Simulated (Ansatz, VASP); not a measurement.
## One calculation of Ta, two programs

```
Ta
1.0
    -1.57465    1.57465    1.50904
     1.57465   -1.57465    1.50904
     1.57465    1.57465   -1.50904
Ta
1
Direct
  0.00000 0.00000 0.00000
```

Change from the starting cell: strain -0.040 along x and y, -0.080 along z, atoms carried along.

Alike in both runs: task single point; functional PBEsol; k mesh 26 × 26 × 26; occupations gaussian, width 0.15 eV; no spin polarisation.

```csv
,VASP,Ansatz
version,VASP 6.6.1,Ansatz 0.2.0
potentials or method,"VASP PAW PBE potentials, release 64 (Ta_pv), cutoff 520 eV","scalar-relativistic, plane waves, PAW"
valence electrons in the cell,11,13
```

Ansatz gave:

- gap on the k mesh at the Fermi level (eV): none
- pressure (GPa): 46.9
- traceless stress, the component that is largest in VASP (GPa): 5.10

Problem. Estimate VASP's values.

Solution. gap on the k mesh at the Fermi level (eV): none; pressure (GPa): 47.6; traceless stress, the component that is largest in VASP (GPa): 5.10.

VASP's potentials were made for PBE, not for PBEsol. A gap of «none» marks a metal or a gap that the smearing closes. Both programs put the cell under a high pressure, so it lies far from rest at this level. VASP's potentials hold 11 valence electrons a cell and Ansatz's 13, so a difference there can come from the potentials and not from the codes.

Spin-orbit coupling is off throughout.
